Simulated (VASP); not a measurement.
Wanted: the native input for a VASP 6.6.1 run.

| Quantity | Value |
| --- | --- |
| Task | relaxation of shape and atoms at fixed volume |
| Functional | PBE |
| Potentials or basis | VASP PAW PBE potentials, release 64 (Mn_pv, O) |
| Cutoff | 600 eV |
| k mesh | 12 × 12 × 12 |
| Occupations | gaussian, width 0.05 eV |
| Spin | collinear spin, ferromagnetic start |
| Starting moments | [4.76, 0.18] μB |
| Hubbard terms | Mn d U = 3.9 eV |
| Dipole correction | no |
| Further INCAR settings | ALGO = Normal; EDIFF = 1e-07; IBRION = 2; EDIFFG = -0.04; NSW = 60; ISIF = 4 |

The structure of MnO lies in POSCAR:

```
MnO
1.0
    1.6038766164      0.9259985980      2.6228762981
   -1.6038766164      0.9259985980      2.6228762981
    0.0000000000     -1.8519971908      2.6228763000
Mn O
1 1
Direct
    1.0000000000      0.0000000000      0.0000000000
    0.5000000000      0.5000000000      0.5000000000
```

These files were run (other wordings do the same):

INCAR

```
PREC = Accurate
ENCUT = 600
EDIFF = 1E-7
ISMEAR = 0
SIGMA = 0.05
LREAL = F
LASPH = T
NELM = 150
ALGO = Normal
ISIF = 4
LWAVE = F
LCHARG = F
ISPIN = 2
MAGMOM = 4.76 0.18
LORBIT = 11
LMAXMIX = 4
LDAU = T
LDAUTYPE = 2
LDAUL = 2 -1
LDAUU = 3.9 0
LDAUJ = 0 0
LDAUPRINT = 1
GGA = PE
IBRION = 2
NSW = 60
EDIFFG = -0.04
```

KPOINTS

```
Automatic mesh
0
Gamma
  12 12 12
```

Potentials or basis: VASP PAW PBE potentials, release 64 (Mn_pv, O).

Command:

```bash
$ cat potpaw_PBE.64/Mn_pv/POTCAR potpaw_PBE.64/O/POTCAR > POTCAR
$ mpirun -np 1 vasp_std > vasp.out
```

Results of the run:

- Pressure after relaxing: -2.2 GPa
- Band gap on the k mesh: 0.10 eV (least direct gap 2.23 eV)
- Net moment: 5.00 μB per cell
- Site moments: Mn +4.63; O +0.14 μB
- Valence electrons inside the program's atomic spheres: Mn 11.29; O 4.98

Caveat: a cell with one magnetic atom can't hold antiferromagnetic order, which such compounds often take.

Wall time 2.1 min on 1 thread of Intel(R) Xeon(R) 6975P-C (Granite Rapids) (shared host), peak memory 0.26 GiB.
